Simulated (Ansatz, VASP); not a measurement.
## Two plane-wave programs on Tl

File INCAR:

```
SYSTEM = Tl
PREC = Accurate
ENCUT = 520
EDIFF = 1E-6
ISMEAR = -1
SIGMA = 0.1
LREAL = .False.
LASPH = .True.
NELM = 80
ALGO = Normal
ISIF = 2
LWAVE = .False.
LCHARG = .False.
GGA = PE
NBANDS = 26
```

Contents of KPOINTS:

```
Automatic mesh
0
Gamma
  7 7 10
  0 0 0
```

File POSCAR:

```
Tl
1.0
    5.3975562061      0.0000000000      0.0000000000
   -2.6987781030      4.6744207928      0.0000000000
    0.0000000000      0.0000000000      3.3172151281
Tl
3
Direct
    1.0000000000      0.0000000000      0.0000000000
    0.3333333333      0.6666666667      0.5000000000
    0.6666666667      0.3333333333      0.5000000000
```

Input for Ansatz:

```yaml
crystal:
  lattice:
    - [5.3975562061, 0.0, 0.0]
    - [-2.698778103, 4.6744207928, 0.0]
    - [0.0, 0.0, 3.3172151281]
  atoms:
    - { symbol: Tl, position: [1.0, 0.0, 0.0] }
    - { symbol: Tl, position: [0.3333333333, 0.6666666667, 0.5] }
    - { symbol: Tl, position: [0.6666666667, 0.3333333333, 0.5] }
hamiltonian:
  xc: pbe
  pseudopotentials:
    kind: paw
    azcp:
      Tl: "pseudopotentials/Tl.paw.azcp"
basis:
  ecutwfc: 420
  fft_grid_basis: typed
kpoints:
  mp_grid: { grid: [7, 7, 10], shift: [0, 0, 0] }
magnetization:
  spin_polarized: false
scf:
  occupations: { method: fermi_dirac, width: 0.1 }
  lower_state_search: "off"
output:
  stress: true
```

Alike in both runs: task single point; functional PBE; k mesh 7 × 7 × 10; occupations fermi-dirac, width 0.1 eV; no spin polarisation.

|  | VASP | Ansatz |
| --- | --- | --- |
| version | VASP 6.6.1 | Ansatz 0.2.0 |
| potentials or method | VASP PAW PBE potentials, release 64 (Tl_d), cutoff 520 eV | plane waves (420 eV) with PAW, scalar-relativistic |
| valence electrons in the cell | 39 | 39 |

```tsv
	VASP	Ansatz	Ansatz less VASP
pressure (GPa)	4.5	4.6	+0.06
```

Neither program's run includes spin-orbit coupling.
